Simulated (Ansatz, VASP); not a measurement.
**Two plane-wave programs on FeNi3**

INCAR

```
SYSTEM = FeNi3
PREC = Accurate
ENCUT = 520
EDIFF = 1E-6
ISMEAR = 0
SIGMA = 0.05
LREAL = .False.
LASPH = .True.
NELM = 150
ALGO = Normal
ISIF = 2
LWAVE = .False.
LCHARG = .True.
ISPIN = 2
MAGMOM = 2.5 -0.8 -0.8 -0.8
LORBIT = 11
LMAXMIX = 4
LELF = .True.
LVHAR = .True.
NBANDS = 31
```

KPOINTS

```
regular mesh
0
Gamma
  12 12 12
  0 0 0
```

POSCAR

```
FeNi3
1.0
    3.4484818919      0.0000000000      0.0000000000
    0.0000000000      3.4484818919      0.0000000000
    0.0000000000      0.0000000000      3.4484818919
Fe Ni
1 3
Direct
    0.0000000000      0.0000000000      0.0000000000
    0.0000000000      0.5000000000      0.5000000000
    0.5000000000      0.0000000000      0.5000000000
    0.5000000000      0.5000000000      0.0000000000
```

Input for Ansatz:

```yaml
crystal:
  lattice:
    - [3.4484818919, 0.0, 0.0]
    - [0.0, 3.4484818919, 0.0]
    - [0.0, 0.0, 3.4484818919]
  atoms:
    - { symbol: Fe, position: [0.0, 0.0, 0.0], spin: 2.5 }
    - { symbol: Ni, position: [0.0, 0.5, 0.5], spin: -0.8 }
    - { symbol: Ni, position: [0.5, 0.0, 0.5], spin: -0.8 }
    - { symbol: Ni, position: [0.5, 0.5, 0.0], spin: -0.8 }
basis:
  ecutwfc: 420
  ecutrho_ratio: 4
kpoints:
  mp_grid: { grid: [12, 12, 12] }
hamiltonian:
  xc: lda
scf:
  occupations: { method: gaussian, width: 0.05 }
  lower_state_search: "off"
output:
  forces: true
  stress: true
  eigenvalues: true
  populations: true
magnetization:
  spin_polarized: true
```

Alike in both runs: task single point; functional LDA; k mesh 12 × 12 × 12; occupations gaussian, width 0.05 eV; collinear spin.

|  | VASP | Ansatz |
| --- | --- | --- |
| version | VASP 6.6.1 | Ansatz 0.2.0 |
| potentials or method | VASP PAW LDA potentials, release 64 (Fe, Ni), cutoff 520 eV | scalar-relativistic, plane waves, PAW |
| valence electrons in the cell | 38 | 70 |

```csv
,VASP,Ansatz,Ansatz less VASP
gap on the k mesh at the Fermi level (eV),none,none,-
pressure (GPa),-0.2,-0.1,+0.07
net moment per atom (μB),1.15,1.17,+0.020
size of the moment on the site where the two differ most (μB),0.61,0.67,+0.053
```

LDA's correlation is that of Perdew and Zunger in VASP and of Perdew and Wang (1992) in Ansatz. Site moments also hang on the region over which each program counts them. A gap of «none» marks a metal or a gap that the smearing closes. VASP's potentials hold 38 valence electrons a cell and Ansatz's 70, so a difference there can come from the potentials and not from the codes. Ansatz's warnings: seeded moment not kept.
